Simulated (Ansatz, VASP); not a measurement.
# TaAs in VASP and in Ansatz

INCAR

```
SYSTEM = TaAs
ALGO = Normal
EDIFF = 1E-6
ENCUT = 520
GGA = PS
ISIF = 2
ISMEAR = -1
LASPH = .True.
LCHARG = .False.
LDAU = .True.
LDAUJ = 0 0
LDAUL = 2 -1
LDAUPRINT = 1
LDAUTYPE = 2
LDAUU = 2 0
LMAXMIX = 4
LREAL = .False.
LWAVE = .False.
NBANDS = 24
NELM = 150
PREC = Accurate
SIGMA = 0.05
```

Contents of KPOINTS:

```
k-points
0
Gamma
  11 11 11
  0 0 0
```

File POSCAR:

```
TaAs
1.0
   -1.7218133622      1.7218133622      5.8679415361
    1.7218133622     -1.7218133622      5.8679415361
    1.7218133622      1.7218133622     -5.8679415361
Ta As
2 2
Direct
    0.4999673000      0.4999673000      0.0000000000
    0.2499673000      0.7499673000      0.5000000000
    0.0826321200      0.0826321200      0.0000000000
    0.8326321200      0.3326321200      0.5000000000
```

Contents of input.yaml:

```yaml
crystal:
  lattice:
    - [-1.7218133622, 1.7218133622, 5.8679415361]
    - [1.7218133622, -1.7218133622, 5.8679415361]
    - [1.7218133622, 1.7218133622, -5.8679415361]
  atoms:
    - { symbol: Ta, position: [0.4999673, 0.4999673, 0.0] }
    - { symbol: Ta, position: [0.2499673, 0.7499673, 0.5] }
    - { symbol: As, position: [0.08263212, 0.08263212, 0.0] }
    - { symbol: As, position: [0.83263212, 0.33263212, 0.5] }
kpoints:
  mp_grid: { grid: [11, 11, 11] }
scf:
  occupations: { method: fermi_dirac, width: 0.05 }
hamiltonian:
  xc: pbesol
  pseudopotentials: { kind: all_electron, lapw: { basis_error: 0.002 } }
  hubbard:
    sites: [{ species: Ta, l: d, u_eff: 2 }]
    double_counting: fll
    projectors: ortho-atomic
output:
  forces: true
  stress: true
  eigenvalues: true
  dos: { projected: false, de: 0.1, e_range: [-10, 8] }
```

Alike in both runs: functional PBEsol; k mesh 11 × 11 × 11; occupations fermi-dirac, width 0.05 eV; no spin polarisation; Hubbard terms Ta d U = 2.0 eV.

|  | VASP | Ansatz |
| --- | --- | --- |
| version | VASP 6.6.1 | Ansatz 0.2.0 |
| potentials or method | VASP PAW PBE potentials, release 64 (Ta_pv, As), cutoff 520 eV | all-electron LAPW, scalar-relativistic |
| task | single point | density of states |

VASP gave:

| Property | Result |
| --- | --- |
| gap on the k mesh at the Fermi level (eV) | none |
| pressure (GPa) | -0.1 |
| traceless stress, the component that is largest in VASP (GPa) | -0.66 |
| rms of the force components (eV/Å) | 0.014 |

**Question.** Estimate Ansatz's values.

**Answer.** gap on the k mesh at the Fermi level (eV): none; pressure (GPa): -2.7; traceless stress, the component that is largest in VASP (GPa): -0.37; rms of the force components (eV/Å): 0.010.

VASP's potentials were made for PBE, not for PBEsol. The programs project onto different local orbitals, so the same U acts differently, and such runs can settle in different states. Atom by atom the forces differ by 0.003 eV/Å (rms over components). A gap of «none» marks a metal or a gap that the smearing closes. Ansatz ran all-electron here, and VASP with PAW potentials.

Spin-orbit coupling is off throughout. Noted on Ansatz's run: U is the effective U less J, on atomic orbitals that reach past the spheres.
